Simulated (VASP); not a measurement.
Input of a VASP 6.6.1 run:

INCAR

```
ALGO     = Normal         # electronic algorithm
EDIFF    = 1E-6           # SCF threshold, eV
ENCUT    = 520            # plane-wave cutoff, eV
GGA      = PE             # functional
ISIF     = 2              # what is computed and relaxed
ISMEAR   = -1             # smearing method
LASPH    = True           # aspherical terms in the spheres
LCHARG   = True           # write CHGCAR
LELF     = True           # ELF
LREAL    = False          # projectors in reciprocal space
LVHAR    = True         
LWAVE    = False          # write WAVECAR
NBANDS   = 12             # bands
NELM     = 80             # most SCF steps
PREC     = Accurate       # precision mode
SIGMA    = 0.08           # smearing width, eV
```

File KPOINTS:

```
k-points
0
Gamma
  16 16 16
```

File POSCAR:

```
In
1.0
   -1.7047575038      1.7047575038      1.7047575038
    1.7047575038     -1.7047575038      1.7047575038
    1.7047575038      1.7047575038     -1.7047575038
In
1
Direct
    0.0000000000      0.0000000000      0.0000000000
```

Potentials or basis: VASP PAW PBE potentials, release 64 (In_d).

Command:

```bash
$ cat potpaw_PBE.64/In_d/POTCAR > POTCAR
$ mpirun -np 1 vasp_std > vasp.out
```

Problem. Estimate the pressure.

Solution. 28.0 GPa.
